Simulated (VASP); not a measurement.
Write the native input for VASP 6.6.1 that does the following.

- Task: single point
- Functional: r2SCAN
- Potentials or basis: VASP PAW PBE potentials, release 64 (Sr_sv, Cl)
- Cutoff: 520 eV
- k mesh: 6 × 6 × 6
- Occupations: gaussian, width 0.01 eV
- Spin: no spin polarisation
- Dipole correction: no
- Further INCAR settings: ALGO = Normal; EDIFF = 1e-06; NBANDS = 19

SrCl2:

```
Sr Cl
1.0
     0.00000    3.42625    3.42625
     3.42625    0.00000    3.42625
     3.42625    3.42625    0.00000
Sr Cl
1 2
Direct
  0.00000 0.00000 0.00000
  0.25000 0.25000 0.25000
  0.75000 0.75000 0.75000
```

These files were run (other wordings do the same):

POSCAR

```
SrCl2
1.0
    0.0000000000      3.4262502764      3.4262502764
    3.4262502764      0.0000000000      3.4262502764
    3.4262502764      3.4262502764      0.0000000000
Sr Cl
1 2
Direct
    0.0000000000      0.0000000000      0.0000000000
    0.2500000000      0.2500000000      0.2500000000
    0.7500000000      0.7500000000      0.7500000000
```

INCAR.step1

```
  PREC = Accurate
  ENCUT = 520
  ISMEAR = 0
  SIGMA = 0.01
  LREAL = False
  LASPH = True
  NELM = 100
  NBANDS = 19
  GGA = PE
  ALGO = Normal
  EDIFF = 1E-4
  LWAVE = True
  LCHARG = False
```

INCAR.step2

```
  PREC = Accurate
  ENCUT = 520
  EDIFF = 1E-6
  ISMEAR = 0
  SIGMA = 0.01
  LREAL = False
  LASPH = True
  NELM = 100
  ALGO = Normal
  ISIF = 2
  LWAVE = False
  LCHARG = False
  METAGGA = R2SCAN
  LMIXTAU = True
  NBANDS = 19
  ISTART = 1
```

KPOINTS

```
regular mesh
0
Gamma
  6 6 6
```

Potentials or basis: VASP PAW PBE potentials, release 64 (Sr_sv, Cl).

Launch:

```console
$ cat potpaw_PBE.64/Sr_sv/POTCAR potpaw_PBE.64/Cl/POTCAR > POTCAR
$ cp INCAR.step1 INCAR
$ mpirun -np 1 vasp_std > vasp.out
$ cp INCAR.step2 INCAR
$ mpirun -np 1 vasp_std > vasp.out
```

It gave:

```yaml
Pressure: 2.7 GPa
Band_gap_on_the_k_mesh: 5.95 eV
```

Caveat: the PAW data sets were made with another functional, which shifts forces and pressure a little.

Run time: 2.3 min on 1 thread of Intel Xeon 8259CL, on a shared host, peak memory 0.22 GiB.
